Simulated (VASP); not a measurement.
# LiH (I4/mmm) in VASP: notebook

LiH is run at these levels: r2SCAN; tasks: single point.

All numbers are computed with VASP 6.6.1; they aren't measurements. Logs are shortened: lines on timing, memory, paths and dates and some standing lists are left out, and cuts for length are marked.

## Step 1: The cell of the first run

It takes space group I4/mmm (No. 139, tetragonal). The conventional cell has a = 2.900 Å, b = 2.900 Å, c = 4.020 Å, α = 90.00°, β = 90.00°, γ = 90.00°. Li (site symmetry 4/mmm) has 6 H at 2.01 to 2.05 Å within 2.7 Å. H (site symmetry 4/mmm) has 6 Li at 2.01 to 2.05 Å within 2.7 Å.

## Step 2: Single point, r2SCAN

POSCAR reads:

```
LiH
1.0
    0.0000000000      2.0503283333      2.0098625060
    2.0503283333      0.0000000000      2.0098625060
    2.0503283333      2.0503283333      0.0000000000
Li H
1 1
Direct
    0.0000000000      0.0000000000      0.0000000000
    0.5000000000      0.5000000000      0.5000000000
```

INCAR.step1 reads:

```
SYSTEM = LiH
  PREC = Accurate
  ENCUT = 520
  ISMEAR = 0
  SIGMA = 0.05
  LREAL = .False.
  LASPH = .True.
  NELM = 80
  NBANDS = 9
  GGA = PE
  ALGO = Normal
  EDIFF = 1E-4
  LWAVE = .True.
  LCHARG = .False.
```

INCAR.step2 reads:

```
SYSTEM = LiH
  PREC = Accurate
  ENCUT = 520
  EDIFF = 1E-6
  ISMEAR = 0
  SIGMA = 0.05
  LREAL = .False.
  LASPH = .True.
  NELM = 80
  ALGO = Normal
  ISIF = 2
  LWAVE = .False.
  LCHARG = .True.
  METAGGA = R2SCAN
  LMIXTAU = .True.
  LELF = .True.
  LVHAR = .True.
  NBANDS = 9
  ISTART = 1
```

KPOINTS reads:

```
regular mesh
0
Gamma
  8 8 8
  0 0 0
```

Potentials or basis: VASP PAW PBE potentials, release 64 (Li_sv, H).

Launch:

```
cat potpaw_PBE.64/Li_sv/POTCAR potpaw_PBE.64/H/POTCAR > POTCAR
cp INCAR.step1 INCAR
mpirun -np 1 vasp_std > vasp.out
cp INCAR.step2 INCAR
mpirun -np 1 vasp_std > vasp.out
```

OUTCAR:

```text
SYSTEM = LiH
   PREC = Accurate
   ENCUT = 520
   EDIFF = 1E-6
   ISMEAR = 0
   LREAL = .False.
   LASPH = .True.
   NELM = 80
   ISIF = 2
   METAGGA = R2SCAN
   ISTART = 1

 ion  position               nearest neighbor table
   1  0.000  0.000  0.000-
   2  0.500  0.500  0.500-

  LATTYP: Found a body centered tetragonal cell.
 ALAT       =     2.8996021363
 C/A-ratio  =     1.3863022660

  Lattice vectors:

 A1 = (   0.0000000000,  -2.0503283333,  -2.0098625060)
 A2 = (   0.0000000000,   2.0503283333,  -2.0098625060)
 A3 = (   2.0503283333,   0.0000000000,   2.0098625060)

Analysis of symmetry for initial positions (statically):
=====================================================================
 Subroutine PRICEL returns:
 Original cell was already a primitive cell.

 Routine SETGRP: Setting up the symmetry group for a
 body centered tetragonal supercell.

 Subroutine GETGRP returns: Found 16 space group operations
 (whereof 16 operations were pure point group operations)
 out of a pool of 16 trial point group operations.

The static configuration has the point symmetry D_4h.

Analysis of symmetry for dynamics (positions and initial velocities):
=====================================================================
 Subroutine PRICEL returns:
 Original cell was already a primitive cell.

 Routine SETGRP: Setting up the symmetry group for a
 body centered tetragonal supercell.

 Subroutine GETGRP returns: Found 16 space group operations
 (whereof 16 operations were pure point group operations)
 out of a pool of 16 trial point group operations.

The dynamic configuration has the point symmetry D_4h.

 Subroutine INISYM returns: Found 16 space group operations
 (whereof 16 operations are pure point group operations),
 and found     1 'primitive' translations

----------------------------------------------------------------------------------------

                                     Primitive cell

  volume of cell :      16.8983

  direct lattice vectors                    reciprocal lattice vectors
     0.000000000  2.050328333  2.009862506    -0.243863381  0.243863381  0.248773236
     2.050328333  0.000000000  2.009862506     0.243863381 -0.243863381  0.248773236
     2.050328333  2.050328333  0.000000000     0.243863381  0.243863381 -0.248773236

  length of vectors
[... 86 lines left out ...]
   IBRION =     -1    ionic relax: 0-MD 1-quasi-New 2-CG
   NFREE  =      0    steps in history (QN), initial steepest desc. (CG)
   ISIF   =      2    stress and relaxation
   ISYM   =      2    0-nonsym 1-usesym 2-fastsym
   POTIM  = 0.5000    time-step for ionic-motion
   TEBEG  =    0.0;   TEEND  =   0.0 temperature during run
   PSTRESS=    0.0 pullay stress
   NELECT =       4.0000    total number of electrons
   NUPDOWN=      -1.0000    fix difference up-down
   EMIN   =  10.00;   EMAX   =-10.00  energy-range for DOS
   EFERMI =   0.00;   METHOD = LEGACY
   ISMEAR =     0;   SIGMA  =   0.05  broadening in eV -4-tet -1-fermi 0-gaus
   EFERMI_NEDOS =   21; number of points for ismear=-14 and -15
   IALGO  =     38    algorithm
   IMIX   =      4    mixing-type and parameters
     AMIX     =   0.40;   BMIX     =  1.00
     AMIX_MAG =   1.60;   BMIX_MAG =  1.00
  volume/ion in A,a.u.               =       8.45        57.02
  Fermi-wavevector in a.u.,A,eV,Ry     =   1.012699  1.913724 13.953585  1.025560
  Thomas-Fermi vector in A             =   2.145824
   LORBIT       =      0    0 simple, 1 ext, 2 COOP (PROOUT), +10 PAW based schemes
   METAGGA = R2SCAN    functional components
   LHFCALC =     F    Hartree Fock is set to
   AEXX    =    0.0000 exact exchange contribution
   IVDW    =     0    specifies the selected vdW correction
   LEPSILON=     F    determine dielectric tensor
   LRPA    =     F    only Hartree local field effects (RPA)
 non-spin polarized calculation
 Gauss-broadening in eV      SIGMA  =   0.05
  energy-cutoff  :      520.00
  volume of cell :       16.90
 maximum number of plane-waves:       471
 NGX is ok and might be reduce to    24
   NGX = 11   NGY = 11   NGZ = 11

 number of electron       4.0000000 magnetization

 Free energy of the ion-electron system (eV)
  ---------------------------------------------------
  ext. energy  EPLUGINS =         0.00000000
  ---------------------------------------------------
  free energy    TOTEN  =        -6.81192567 eV

  energy without entropy =       -6.81192567  energy(sigma->0) =       -6.81192567

 E-fermi :  -0.0804     XC(G=0):  -8.6571

 val. band max:       -0.3050967174   @ k =   0.5000   0.5000   0.0000
 cond. band min:       3.1175208073   @ k =   0.5000   0.0000   0.5000
 fundamental gap:      3.4226175247
 Fermi energy:        -0.0804264723

 k-point     1 :       0.0000    0.0000    0.0000
  band No.  band energies     occupation
      1     -46.1844      2.00000
      2      -5.6668      2.00000
      3      16.5641      0.00000
      4      18.3353      0.00000
      5      18.5390      0.00000
      6      18.5397      0.00000
      7      22.7908      0.00000
      8      22.7910      0.00000
      9      22.9112      0.00000
[... 265 lines left out ...]
 k-point    24 :       0.3750    0.0000    0.1250
  band No.  band energies     occupation
      1     -46.1537      2.00000
      2      -3.6077      2.00000
      3       7.5804      0.00000
      4      12.6700      0.00000
      5      14.5919      0.00000
      6      17.6555      0.00000
      7      22.2228      0.00000
      8      24.0035      0.00000
      9      24.1981      0.00000

 [... further k-points ...]

------------------------ aborting loop because EDIFF is reached ----------------------------------------

  FORCE on cell =-STRESS in cart. coord.  units (eV):
  Direction    XX          YY          ZZ          XY          YZ          ZX
  --------------------------------------------------------------------------------------
  -------------------------------------------------------------------------------------
  Total       -0.2797492     -0.2797492     -0.1191010      0.0000000     -0.0000000      0.0000000
  in kB      -26.5238298    -26.5238298    -11.2923141      0.0000000     -0.0000000      0.0000000
  external PRESSURE =     -21.4466579 kB  Pullay stress =       0.0000000 kB

 VOLUME and BASIS-vectors are now :
 -----------------------------------------------------------------------------
  energy-cutoff  :      520.00
  volume of cell :       16.90
      direct lattice vectors                 reciprocal lattice vectors
     0.000000000  2.050328333  2.009862506    -0.243863381  0.243863381  0.248773236
     2.050328333  0.000000000  2.009862506     0.243863381 -0.243863381  0.248773236
     2.050328333  2.050328333  0.000000000     0.243863381  0.243863381 -0.248773236

 POSITION                                       TOTAL-FORCE (eV/Angst)
 -----------------------------------------------------------------------------------
      0.00000      0.00000      0.00000         0.000000     -0.000000      0.000000
      2.05033      2.05033      2.00986        -0.000000      0.000000      0.000000
 -----------------------------------------------------------------------------------
    total drift:                                0.000000     -0.000000     -0.000000

  FREE ENERGIE OF THE ION-ELECTRON SYSTEM (eV)
  ---------------------------------------------------
  free  energy   TOTEN  =        -6.8119256678 eV

  energy  without entropy=       -6.8119256678  energy(sigma->0) =       -6.81192567
```

OUTCAR.step1:

```text
SYSTEM = LiH
   PREC = Accurate
   ENCUT = 520
   ISMEAR = 0
   LREAL = .False.
   LASPH = .True.
[... 511 lines left out ...]
      0.00000      0.00000      0.00000         0.000000     -0.000000      0.000000
      2.05033      2.05033      2.00986        -0.000000      0.000000      0.000000
 -----------------------------------------------------------------------------------
    total drift:                                0.000000     -0.000000     -0.000000

  FREE ENERGIE OF THE ION-ELECTRON SYSTEM (eV)
  ---------------------------------------------------
  free  energy   TOTEN  =        -6.1218781889 eV

  energy  without entropy=       -6.1218781889  energy(sigma->0) =       -6.12187819
```

It took 28 s on 1 thread of AMD EPYC 9R45 (Zen 5), shared host; peak memory 0.11 GiB.

Results:

| Property | Result |
| --- | --- |
| Free energy | -6.8119 eV |
| Band gap on the k mesh | 3.42 eV, indirect (least direct gap 3.57 eV) |

Caveat: the cutoff is under 1.25 times the usual one of these potentials, so pressure, stress and relaxed cells hold a basis-set (Pulay) error; the PAW data sets were made with another functional, which shifts forces and pressure a little.

## Step 3: Single point, r2SCAN

POSCAR reads:

```
LiH
1.0
    0.0000000000      2.0571175000      1.9966179786
    2.0571175000      0.0000000000      1.9966179786
    2.0571175000      2.0571175000      0.0000000000
Li H
1 1
Direct
    0.0000000000      0.0000000000      0.0000000000
    0.5000000000      0.5000000000      0.5000000000
```

INCAR.step1 reads:

```
SYSTEM = LiH
ALGO = Normal
EDIFF = 1E-4
ENCUT = 520
GGA = PE
ISMEAR = 0
LASPH = .TRUE.
LCHARG = .FALSE.
LREAL = .FALSE.
LWAVE = .TRUE.
NBANDS = 9
NELM = 100
PREC = Accurate
SIGMA = 0.05
```

INCAR.step2 reads:

```
SYSTEM = LiH
ALGO = Normal
EDIFF = 1E-7
ENCUT = 520
ISIF = 2
ISMEAR = 0
ISTART = 1
LASPH = .TRUE.
LCHARG = .FALSE.
LMIXTAU = .TRUE.
LREAL = .FALSE.
LWAVE = .FALSE.
METAGGA = R2SCAN
NBANDS = 9
NELM = 100
PREC = Accurate
SIGMA = 0.05
```

KPOINTS reads:

```
k-points
0
G
  8 8 8
  0 0 0
```

Potentials or basis: VASP PAW PBE potentials, release 64 (Li_sv, H).

Launch:

```
cat potpaw_PBE.64/Li_sv/POTCAR potpaw_PBE.64/H/POTCAR > POTCAR
cp INCAR.step1 INCAR
mpirun -np 1 vasp_std > vasp.out
cp INCAR.step2 INCAR
mpirun -np 1 vasp_std > vasp.out
```

Wall time 33 s (1 thread of AMD EPYC 9R45 (Zen 5), shared host); peak memory 0.11 GiB.

The run converged. Its results:

- Free energy: -6.8106 eV
- Band gap on the k mesh: 3.33 eV, indirect (least direct gap 3.55 eV)

Levels at points of the mesh, in eV from the valence-band top:
```tsv
k point	band 1	band 2	band 3	band 4	band 5
(0.00, 0.00, 0.00)	-45.93	-5.41	16.81	18.53	18.84
(0.50, 0.00, 0.00)	-45.89	-2.65	5.41	14.31	17.24
(0.50, 0.50, 0.00)	-45.88	0.00	3.74	11.02	11.02
(0.50, 0.00, 0.50)	-45.88	-0.22	3.33	11.38	11.65
```

Caveat: the cutoff is under 1.25 times the usual one of these potentials, so pressure, stress and relaxed cells hold a basis-set (Pulay) error; the PAW data sets were made with another functional, which shifts forces and pressure a little. r2SCAN opens gaps a little over a GGA but as a rule still falls short of measured ones.
